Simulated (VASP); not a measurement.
Input of a VASP 6.6.1 run:

Contents of INCAR:

```
SYSTEM = SnSe2
PREC = Accurate
ENCUT = 600
EDIFF = 1E-7
ISMEAR = 0
SIGMA = 0.02
LREAL = .False.
LASPH = .True.
NELM = 100
ALGO = Normal
ISIF = 4
LWAVE = .False.
LCHARG = .False.
GGA = PE
IBRION = 2
NSW = 50
EDIFFG = -0.01
```

The input KPOINTS:

```
regular mesh
0
Gamma
  12 12 4
  0 0 0
```

File POSCAR:

```
SnSe2
1.0
    3.8326362913      0.0000000000      0.0000000000
   -1.9163181457      3.3191603918      0.0000000000
    0.0000000000      0.0000000000      6.9174841623
Sn Se
1 2
Direct
    0.0000000000      0.0000000000      0.0000000000
    0.3333333333      0.6666666667      0.2281475578
    0.6666666667      0.3333333333      0.7718524422
```

Potentials or basis: VASP PAW PBE potentials, release 64 (Sn_d, Se).

Run with:

```bash
$ cat potpaw_PBE.64/Sn_d/POTCAR potpaw_PBE.64/Se/POTCAR > POTCAR
$ mpirun -np 1 vasp_std > vasp.out
```

Predict the band gap on the k mesh.

0.68 eV (least direct gap 1.10 eV).

Step by step:
```csv
step,energy change (eV),largest force (eV/Å),pressure (GPa),volume (Å³)
1,0.0000,0.2867,1.79,88.00
2,-0.0063,0.1590,1.33,88.00
3,-0.0094,0.0322,0.65,88.00
4,-0.0131,0.0253,0.35,88.00
5,-0.0143,0.0193,0.07,88.00
6,-0.0143,0.0191,0.06,88.00
7,-0.0144,0.0018,0.12,88.00
```

Caveat: spin-orbit coupling is left out, which moves the levels of the heavy elements; this functional lacks dispersion, which binds the layers, so the pressure and a relaxed spacing across them are unreliable. A k mesh can miss the band edges.
